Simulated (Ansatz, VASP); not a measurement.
## Two plane-wave programs on NbAl2B3

```
Al Nb B
1.0
     2.45417   -4.47303    0.00000
     2.45417    4.47303    0.00000
     0.00000    0.00000    2.96844
Al Nb B
2 1 3
Direct
  0.00000 0.50000 0.50000
  0.50000 0.00000 0.50000
  0.50000 0.50000 0.00000
  0.09943 0.90057 0.00000
  0.90057 0.09943 0.00000
  0.00000 0.00000 0.50000
```

Change from the starting cell: species swapped into the CeGa2Cu3 type (Cmmm, No. 65).

Alike in both runs: functional PBE; k mesh 10 × 10 × 12; occupations gaussian, width 0.1 eV; no spin polarisation.

Ansatz relaxed the structure, and its values are those at the end. VASP's run is a single point on that final structure, the one shown.

|  | VASP | Ansatz |
| --- | --- | --- |
| version | VASP 6.6.1 | Ansatz 0.2.0 |
| potentials or method | VASP PAW PBE potentials, release 64 (Al, Nb_sv, B), cutoff 520 eV | scalar-relativistic, plane waves, PAW |
| valence electrons in the cell | 28 | 28 |

|  | VASP | Ansatz | Ansatz less VASP |
| --- | --- | --- | --- |
| gap on the k mesh at the Fermi level (eV) | none | none | - |
| pressure (GPa) | -0.1 | 0.0 | +0.13 |

A gap of «none» marks a metal or a gap that the smearing closes. With one functional, cell and mesh, what is left measures potentials, basis and numerics.
